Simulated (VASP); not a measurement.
Write the native input for VASP 6.6.1 that does the following.

| Item | Value |
| --- | --- |
| Task | single point |
| Functional | PBE |
| Potentials or basis | VASP PAW PBE potentials, release 64 (V_sv) |
| Cutoff | 520 eV |
| k mesh | 15 × 15 × 15 |
| Occupations | fermi-dirac, width 0.2 eV |
| Spin | no spin polarisation |
| Dipole correction | no |
| Further INCAR settings | ALGO = Normal; EDIFF = 1e-06; NBANDS = 12 |

The structure of V lies in POSCAR:

```
V
1.0
   -1.4991761207      1.4991761207      1.4991761207
    1.4991761207     -1.4991761207      1.4991761207
    1.4991761207      1.4991761207     -1.4991761207
V
1
Direct
    0.0000000000      0.0000000000      0.0000000000
```

One way to write it, as run:

INCAR

```
SYSTEM = V
PREC = Accurate
ENCUT = 520
EDIFF = 1E-6
ISMEAR = -1
SIGMA = 0.2
LREAL = .False.
LASPH = .True.
NELM = 60
ALGO = Normal
ISIF = 2
LWAVE = .False.
LCHARG = .True.
GGA = PE
LELF = .True.
LVHAR = .True.
NBANDS = 12
```

KPOINTS

```
Automatic mesh
0
Gamma
  15 15 15
  0 0 0
```

Potentials or basis: VASP PAW PBE potentials, release 64 (V_sv).

Command:

```sh
$ cat potpaw_PBE.64/V_sv/POTCAR > POTCAR
$ mpirun -np 1 vasp_std > vasp.out
```

Results of the run:

```
Pressure : 1.3 GPa
```

Wall time 22 s on 1 thread of AMD EPYC 7R43 64-Core Processor (Zen 3), on a shared host, peak memory 0.1 GiB.
